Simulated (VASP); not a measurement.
# PtS2 (P-3m1) in VASP: a series of runs

PtS2 is run at these levels: r2SCAN, PBE; tasks: single point.

All numbers are computed with VASP 6.6.1; they aren't measurements. Logs are shortened: lines on timing, memory, paths and dates and some standing lists are left out, and cuts for length are marked.

## 1. The cell of the first run

It takes space group P-3m1 (No. 164, trigonal). The conventional cell has a = 3.543 Å, b = 3.543 Å, c = 5.039 Å, α = 90.00°, β = 90.00°, γ = 120.00°. Pt (site symmetry -3m) has 6 S at 2.34 Å within 3.1 Å. S (site symmetry 3m) has 3 Pt at 2.34 Å and 3 S at 3.07 Å within 3.1 Å.

## 2. Single point, r2SCAN

Input file POSCAR:

```
PtS2
1.0
    3.5432000000      0.0000000000      0.0000000000
   -1.7716000000      3.0685012107      0.0000000000
    0.0000000000      0.0000000000      5.0388000000
Pt S
1 2
Direct
    0.0000000000      0.0000000000      0.0000000000
    0.6666666667      0.3333333333      0.7730000000
    0.3333333333      0.6666666667      0.2270000000
```

Input file INCAR.step1:

```
PREC = Accurate
ENCUT = 630
ISMEAR = -1
SIGMA = 0.1
LREAL = F
LASPH = T
NELM = 120
NBANDS = 22
GGA = PE
ALGO = Normal
EDIFF = 1E-5
LWAVE = T
LCHARG = F
GGA_COMPAT = F
```

Input file INCAR.step2:

```
PREC = Accurate
ENCUT = 630
EDIFF = 1E-6
ISMEAR = -1
SIGMA = 0.1
LREAL = F
LASPH = T
NELM = 120
ALGO = Normal
ISIF = 2
LWAVE = F
LCHARG = F
METAGGA = R2SCAN
LMIXTAU = T
NBANDS = 22
ISTART = 1
GGA_COMPAT = F
```

Input file KPOINTS:

```
Automatic mesh
0
Gamma
  7 7 5
```

Potentials or basis: VASP PAW PBE potentials, release 64 (Pt_sv_GW, S).

The run is started by

```
> cat potpaw_PBE.64/Pt_sv_GW/POTCAR potpaw_PBE.64/S/POTCAR > POTCAR
> cp INCAR.step1 INCAR
> mpirun -np 1 vasp_std > vasp.out
> cp INCAR.step2 INCAR
> mpirun -np 1 vasp_std > vasp.out
```

OUTCAR:

```text
PREC = Accurate
   ENCUT = 630
   EDIFF = 1E-6
   ISMEAR = -1
   LREAL = F
   LASPH = T
   NELM = 120
   ISIF = 2
   METAGGA = R2SCAN
   ISTART = 1

 ion  position               nearest neighbor table
   1  0.000  0.000  0.000-   2 2.34   3 2.34   2 2.34   3 2.34   2 2.34   3 2.34
   2  0.667  0.333  0.773-   1 2.34   1 2.34   1 2.34
   3  0.333  0.667  0.227-   1 2.34   1 2.34   1 2.34

  LATTYP: Found a hexagonal cell.
 ALAT       =     3.5432000000
 C/A-ratio  =     1.4221043125

  Lattice vectors:

 A1 = (   3.5432000000,   0.0000000000,   0.0000000000)
 A2 = (  -1.7716000000,   3.0685012107,   0.0000000000)
 A3 = (   0.0000000000,   0.0000000000,   5.0388000000)

Analysis of symmetry for initial positions (statically):
=====================================================================
 Subroutine PRICEL returns:
 Original cell was already a primitive cell.

 Routine SETGRP: Setting up the symmetry group for a
 hexagonal supercell.

 Subroutine GETGRP returns: Found 12 space group operations
 (whereof 12 operations were pure point group operations)
 out of a pool of 24 trial point group operations.

The static configuration has the point symmetry D_3d.

Analysis of symmetry for dynamics (positions and initial velocities):
=====================================================================
 Subroutine PRICEL returns:
 Original cell was already a primitive cell.

 Routine SETGRP: Setting up the symmetry group for a
 hexagonal supercell.

 Subroutine GETGRP returns: Found 12 space group operations
 (whereof 12 operations were pure point group operations)
 out of a pool of 24 trial point group operations.

The dynamic configuration has the point symmetry D_3d.

 Subroutine INISYM returns: Found 12 space group operations
 (whereof 12 operations are pure point group operations),
 and found     1 'primitive' translations

----------------------------------------------------------------------------------------

                                     Primitive cell

  volume of cell :      54.7834

  direct lattice vectors                    reciprocal lattice vectors
     3.543200000  0.000000000  0.000000000     0.282230752  0.162946001  0.000000000
    -1.771600000  3.068501211  0.000000000     0.000000000  0.325892001  0.000000000
     0.000000000  0.000000000  5.038800000     0.000000000  0.000000000  0.198459951

  length of vectors
     3.543200000  3.543200000  5.038800000     0.325892001  0.325892001  0.198459951

  position of ions in fractional coordinates (direct lattice)
     0.000000000  0.000000000  0.000000000
     0.666666667  0.333333333  0.773000000
     0.333333333  0.666666667  0.227000000

  ion indices of the primitive-cell ions
   primitive index   ion index
                 1           1
                 2           2
                 3           3

----------------------------------------------------------------------------------------

 KPOINTS: Automatic mesh

Automatic generation of k-mesh.
 Grid dimensions read from file:
 generate k-points for:    7    7    5

 Generating k-lattice:

  Cartesian coordinates                     Fractional coordinates (reciprocal lattice)
     0.040318679  0.023278000  0.000000000     0.142857143  0.000000000  0.000000000
     0.000000000  0.046556000  0.000000000     0.000000000  0.142857143  0.000000000
     0.000000000  0.000000000  0.039691990     0.000000000  0.000000000  0.200000000

  Length of vectors
     0.046556000  0.046556000  0.039691990

  Shift w.r.t. Gamma in fractional coordinates (k-lattice)
     0.000000000  0.000000000  0.000000000

 Subroutine IBZKPT returns following result:
 ===========================================

 Found     32 irreducible k-points:

 Following reciprocal coordinates:
            Coordinates               Weight
  0.000000  0.000000  0.000000      1.000000
  0.142857  0.000000  0.000000      6.000000
  0.285714  0.000000  0.000000      6.000000
  0.428571  0.000000  0.000000      6.000000
  0.142857  0.142857  0.000000      6.000000
  0.285714  0.142857  0.000000     12.000000
[... 16 lines left out ...]
  0.000000  0.142857  0.400000      6.000000
  0.285714  0.000000  0.400000      6.000000
 [... further k-points ...]
   k-points           NKPTS =     32   k-points in BZ     NKDIM =     32   number of bands    NBANDS=     22
   number of dos      NEDOS =    301   number of ions     NIONS =      3
   total plane-waves  NPLWV =  37800
   dimension x,y,z NGX =    30 NGY =   30 NGZ =   42
   dimension x,y,z NGXF=    60 NGYF=   60 NGZF=   84
   ions per type =               1   2
   NGX,Y,Z   is equivalent  to a cutoff of  14.08, 14.08, 13.86 a.u.
   NGXF,Y,Z  is equivalent  to a cutoff of  28.15, 28.15, 27.71 a.u.
 SYSTEM =  unknown system
   PREC   = accura    normal or accurate (medium, high low for compatibility)
   ISTART =      1    job   : 0-new  1-cont  2-samecut
   ICHARG =      0    charge: 1-file 2-atom 10-const
   ISPIN  =      1    spin polarized calculation?
   LNONCOLLINEAR =      F non collinear calculations
   LSORBIT =      F    spin-orbit coupling
   LASPH  =      T    aspherical Exc in radial PAW
   ENCUT  =  630.0 eV  46.30 Ry    6.80 a.u.   7.25  7.25 10.31*2*pi/ulx,y,z
   NELM   =    120;   NELMIN=  2; NELMDL=  0     # of ELM steps
   EDIFF  = 0.1E-05   stopping-criterion for ELM
   LREAL  =      F    real-space projection
   EDIFFG = 0.1E-04   stopping-criterion for IOM
   NSW    =      0    number of steps for IOM
   IBRION =     -1    ionic relax: 0-MD 1-quasi-New 2-CG
   NFREE  =      0    steps in history (QN), initial steepest desc. (CG)
   ISIF   =      2    stress and relaxation
   ISYM   =      2    0-nonsym 1-usesym 2-fastsym
   POTIM  = 0.5000    time-step for ionic-motion
   TEBEG  =    0.0;   TEEND  =   0.0 temperature during run
   PSTRESS=    0.0 pullay stress
   NELECT =      30.0000    total number of electrons
   NUPDOWN=      -1.0000    fix difference up-down
   EMIN   =  10.00;   EMAX   =-10.00  energy-range for DOS
   EFERMI =   0.00;   METHOD = LEGACY
   ISMEAR =    -1;   SIGMA  =   0.10  broadening in eV -4-tet -1-fermi 0-gaus
   EFERMI_NEDOS =   21; number of points for ismear=-14 and -15
   IALGO  =     38    algorithm
   IMIX   =      4    mixing-type and parameters
     AMIX     =   0.40;   BMIX     =  1.00
     AMIX_MAG =   1.60;   BMIX_MAG =  1.00
  volume/ion in A,a.u.               =      18.26       123.23
  Fermi-wavevector in a.u.,A,eV,Ry     =   1.339365  2.531033 24.407466  1.793898
  Thomas-Fermi vector in A             =   2.467762
   LORBIT       =      0    0 simple, 1 ext, 2 COOP (PROOUT), +10 PAW based schemes
   METAGGA = R2SCAN    functional components
   LHFCALC =     F    Hartree Fock is set to
   AEXX    =    0.0000 exact exchange contribution
   IVDW    =     0    specifies the selected vdW correction
   LEPSILON=     F    determine dielectric tensor
   LRPA    =     F    only Hartree local field effects (RPA)
 non-spin polarized calculation
  energy-cutoff  :      630.00
  volume of cell :       54.78
 maximum number of plane-waves:      1995
 NGX is ok and might be reduce to    30
   NGX = 15   NGY = 15   NGZ = 21

 number of electron      29.9999999 magnetization

 Free energy of the ion-electron system (eV)
  ---------------------------------------------------
  ext. energy  EPLUGINS =         0.00000000
  ---------------------------------------------------
  free energy    TOTEN  =       -68.67979391 eV

  energy without entropy =      -68.67896268  energy(sigma->0) =      -68.67937830

 E-fermi :   6.8762     XC(G=0): -11.4546

 val. band max:        6.3536355472   @ k =   0.0000   0.1429   0.2000
 cond. band min:       7.4188215127   @ k =   0.0000   0.2857   0.2000
 fundamental gap:      1.0651859655
 Fermi energy:         6.8761770793

 k-point     1 :       0.0000    0.0000    0.0000
  band No.  band energies     occupation
      1     -95.4568      2.00000
      2     -49.0757      2.00000
      3     -49.0757      2.00000
      4     -48.8929      2.00000
      5      -9.8507      2.00000
      6      -6.4835      2.00000
[... 14 lines left out ...]
     21      14.7700      0.00000
     22      19.1063      0.00000

 k-point     2 :       0.1429    0.0000    0.0000
  band No.  band energies     occupation
      1     -95.4566      2.00000
      2     -49.0806      2.00000
      3     -49.0769      2.00000
      4     -48.8923      2.00000
      5      -9.5674      2.00000
      6      -6.6636      2.00000
[... 14 lines left out ...]
     21      15.6192      0.00000
     22      17.4402      0.00000

 k-point     3 :       0.2857    0.0000    0.0000
  band No.  band energies     occupation
      1     -95.4563      2.00000
      2     -49.0915      2.00000
      3     -49.0797      2.00000
      4     -48.8909      2.00000
      5      -8.8176      2.00000
      6      -7.0402      2.00000
[... 14 lines left out ...]
     21      15.9160      0.00000
     22      16.0592      0.00000

 k-point     4 :       0.4286    0.0000    0.0000
  band No.  band energies     occupation
      1     -95.4562      2.00000
      2     -49.1003      2.00000
      3     -49.0819      2.00000
      4     -48.8897      2.00000
      5      -7.9784      2.00000
      6      -7.3817      2.00000
[... 14 lines left out ...]
     21      15.3238      0.00000
     22      17.6707      0.00000

 k-point     5 :       0.1429    0.1429    0.0000
  band No.  band energies     occupation
      1     -95.4564      2.00000
      2     -49.0878      2.00000
      3     -49.0796      2.00000
      4     -48.8913      2.00000
      5      -9.0475      2.00000
      6      -6.9350      2.00000
[... 417 lines left out ...]
 k-point    22 :       0.1429    0.0000    0.4000
  band No.  band energies     occupation
      1     -95.4564      2.00000
      2     -49.0805      2.00000
      3     -49.0769      2.00000
      4     -48.8923      2.00000
      5      -9.3083      2.00000
      6      -7.2078      2.00000
[... 14 lines left out ...]
     21      15.2478      0.00000
     22      16.1454      0.00000

 k-point    23 :       0.0000    0.1429    0.4000
  band No.  band energies     occupation
      1     -95.4564      2.00000
      2     -49.0805      2.00000
      3     -49.0769      2.00000
      4     -48.8923      2.00000
      5      -9.3120      2.00000
      6      -7.1978      2.00000
[... 14 lines left out ...]
     21      15.6992      0.00000
     22      15.7939      0.00000

 k-point    24 :       0.2857    0.0000    0.4000
  band No.  band energies     occupation
      1     -95.4562      2.00000
      2     -49.0915      2.00000
      3     -49.0797      2.00000
      4     -48.8909      2.00000
      5      -8.5668      2.00000
      6      -7.3873      2.00000
[... 14 lines left out ...]
     21      16.7483      0.00000
     22      16.9052      0.00000

 [... further k-points ...]

------------------------ aborting loop because EDIFF is reached ----------------------------------------

  FORCE on cell =-STRESS in cart. coord.  units (eV):
  Direction    XX          YY          ZZ          XY          YZ          ZX
  --------------------------------------------------------------------------------------
  -------------------------------------------------------------------------------------
  Total        2.9264912      2.9264912      3.0925541      0.0000000      0.0000000      0.0000000
  in kB       85.5871798     85.5871798     90.4438010      0.0000000      0.0000000      0.0000000
  external PRESSURE =      87.2060536 kB  Pullay stress =       0.0000000 kB

 VOLUME and BASIS-vectors are now :
 -----------------------------------------------------------------------------
  energy-cutoff  :      630.00
  volume of cell :       54.78
      direct lattice vectors                 reciprocal lattice vectors
     3.543200000  0.000000000  0.000000000     0.282230752  0.162946001  0.000000000
    -1.771600000  3.068501211  0.000000000     0.000000000  0.325892001  0.000000000
     0.000000000  0.000000000  5.038800000     0.000000000  0.000000000  0.198459951

 POSITION                                       TOTAL-FORCE (eV/Angst)
 -----------------------------------------------------------------------------------
      0.00000      0.00000      0.00000         0.000000      0.000000      0.000000
      1.77160      1.02283      3.89499        -0.000000     -0.000000     -1.179986
     -0.00000      2.04567      1.14381         0.000000      0.000000      1.179986
 -----------------------------------------------------------------------------------
    total drift:                                0.000000     -0.000000     -0.000000

  FREE ENERGIE OF THE ION-ELECTRON SYSTEM (eV)
  ---------------------------------------------------
  free  energy   TOTEN  =       -68.6797939092 eV

  energy  without entropy=      -68.6789626844  energy(sigma->0) =      -68.67937830
```

It took 2.1 min on 1 thread of Intel Xeon Platinum 8488C (Sapphire Rapids), shared host; peak memory 0.23 GiB.

Results:

- Free energy: -68.6798 eV
- Pressure: 8.7 GPa
- Largest force: 1.180 eV/Å
- Band gap on the k mesh: 1.07 eV (least direct gap 1.36 eV)

Forces on the atoms (eV/Å):
```
Pt   0.000  0.000  0.000
S    0.000  0.000 -1.180
S    0.000  0.000  1.180
```

Caveat: the cell stands under pressure; the PAW data sets were made with another functional, which shifts forces and pressure a little; spin-orbit coupling is left out, which moves the levels of the heavy elements. r2SCAN opens gaps a little over a GGA but as a rule still falls short of measured ones.

## 3. Single point, PBE

This run uses another cell than the first one, of 17.17 Å³/atom.

Input file INCAR:

```
ALGO = Normal
EDIFF = 1E-6
ENCUT = 570
GGA = PE
GGA_COMPAT = F
ISIF = 2
ISMEAR = -1
LASPH = T
LCHARG = F
LREAL = F
LWAVE = F
NBANDS = 22
NELM = 120
PREC = Accurate
SIGMA = 0.05
```

Input file KPOINTS:

```
k-points
0
Gamma
  9 9 5
```

Input file POSCAR:

```
PtS2
1.0
    3.4708695004      0.0000000000      0.0000000000
   -1.7354347502      3.0058611606      0.0000000000
    0.0000000000      0.0000000000      4.9359384846
Pt S
1 2
Direct
    0.0000000000      0.0000000000      0.0000000000
    0.6666666667      0.3333333333      0.7730000000
    0.3333333333      0.6666666667      0.2270000000
```

Potentials or basis: VASP PAW PBE potentials, release 64 (Pt_sv_GW, S).

The run is started by

```
> cat potpaw_PBE.64/Pt_sv_GW/POTCAR potpaw_PBE.64/S/POTCAR > POTCAR
> mpirun -np 1 vasp_std > vasp.out
```

OUTCAR:

```text
EDIFF = 1E-6
   ENCUT = 570
   GGA = PE
   ISIF = 2
   ISMEAR = -1
   LASPH = T
   LREAL = F
   NELM = 120
   PREC = Accurate

 ion  position               nearest neighbor table
   1  0.000  0.000  0.000-   2 2.30   3 2.30   2 2.30   3 2.30   2 2.30   3 2.30
   2  0.667  0.333  0.773-   1 2.30   1 2.30   1 2.30
   3  0.333  0.667  0.227-   1 2.30   1 2.30   1 2.30

  LATTYP: Found a hexagonal cell.
 ALAT       =     3.4708695004
 C/A-ratio  =     1.4221043125

  Lattice vectors:

[... 193 lines left out ...]
      5      -8.6909      2.00000
      6      -5.0312      2.00000
[... 589 lines left out ...]
     21      16.1107      0.00000
     22      18.1131      0.00000

 [... further k-points ...]
[... 5 lines left out ...]
  --------------------------------------------------------------------------------------
  -------------------------------------------------------------------------------------
  Total        8.2215714      8.2215714      5.9206693      0.0000000      0.0000000      0.0000000
  in kB      255.7928920    255.7928920    184.2062859      0.0000000      0.0000000      0.0000000
  external PRESSURE =     231.9306900 kB  Pullay stress =       0.0000000 kB

 VOLUME and BASIS-vectors are now :
 -----------------------------------------------------------------------------
  energy-cutoff  :      570.00
  volume of cell :       51.50
      direct lattice vectors                 reciprocal lattice vectors
     3.470869500  0.000000000  0.000000000     0.288112244  0.166341682  0.000000000
    -1.735434750  3.005861161  0.000000000     0.000000000  0.332683363  0.000000000
     0.000000000  0.000000000  4.935938485     0.000000000  0.000000000  0.202595718

 POSITION                                       TOTAL-FORCE (eV/Angst)
 -----------------------------------------------------------------------------------
      0.00000      0.00000      0.00000         0.000000      0.000000      0.000000
      1.73543      1.00195      3.81548         0.000000      0.000000     -2.280216
     -0.00000      2.00391      1.12046        -0.000000     -0.000000      2.280216
 -----------------------------------------------------------------------------------
    total drift:                                0.000000      0.000000      0.000000

  FREE ENERGIE OF THE ION-ELECTRON SYSTEM (eV)
  ---------------------------------------------------
  free  energy   TOTEN  =       -14.8848002701 eV

  energy  without entropy=      -14.8847983487  energy(sigma->0) =      -14.88479931
```

stdout:

```text
POSCAR found type information on POSCAR PtS
 POSCAR found :  2 types and       3 ions
 scaLAPACK will be used
 LDA part: xc-table for (Slater+PW92), standard interpolation
 POSCAR, INCAR and KPOINTS ok, starting setup
 FFT: planning ... GRIDC
 FFT: planning ... GRID_SOFT
 FFT: planning ... GRID
 WAVECAR not read
 entering main loop
```

Wall time 47 s (1 thread of Intel Xeon Platinum 8488C (Sapphire Rapids), shared host); peak memory 0.22 GiB.

Results:

```yaml
Free_energy: -14.8848 eV
Pressure: 23.2 GPa
Largest_force: 2.280 eV/Å
Band_gap_on_the_k_mesh: 1.09 eV (least direct gap 1.14 eV)
```

Forces on the atoms (eV/Å):
```
Pt   0.000  0.000  0.000
S    0.000  0.000 -2.280
S    0.000  0.000  2.280
```

Stress tensor (GPa, compression positive):
```
25.58  0.00  0.00
 0.00 25.58  0.00
 0.00  0.00 18.42
```

Levels at points of the mesh, in eV from the valence-band top:
```tsv
k point	band 13	band 14	band 15	band 16	band 17	band 18
(0.00, 0.00, 0.00)	-1.23	-1.23	-0.21	2.62	2.62	4.70
```

Caveat: the stress differs along the axes, from 18 to 26 GPa; spin-orbit coupling is left out, which moves the levels of the heavy elements; forces of over 1 eV/Å act on the atoms, so gaps and moduli don't describe the material at rest.
